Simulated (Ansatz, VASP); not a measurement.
## Two plane-wave programs on ZrO2

```
CELL_PARAMETERS angstrom
0.00000 2.50965 2.53500
2.50965 0.00000 2.53500
2.50965 2.50965 0.00000
ATOMIC_POSITIONS crystal
Zr 0.00000 0.00000 0.00000
O 0.25000 0.25000 0.25000
O 0.75000 0.75000 0.75000
```

Alike in both runs: task single point; functional PBE; k mesh 6 × 6 × 6; occupations fermi-dirac, width 0.02 eV; no spin polarisation.

|  | VASP | Ansatz |
| --- | --- | --- |
| version | VASP 6.6.1 | Ansatz 0.2.0 |
| potentials or method | VASP PAW PBE potentials, release 64 (Zr_sv, O), cutoff 600 eV | plane waves, PAW |
| valence electrons in the cell | 24 | 24 |

|  | VASP | Ansatz | Ansatz less VASP |
| --- | --- | --- | --- |
| pressure (GPa) | 12.4 | 12.3 | -0.12 |
| traceless stress, the component that is largest in VASP (GPa) | -3.04 | -3.04 | -0.003 |

The functional is the same, so the differences come from potentials, cutoffs and numerics.
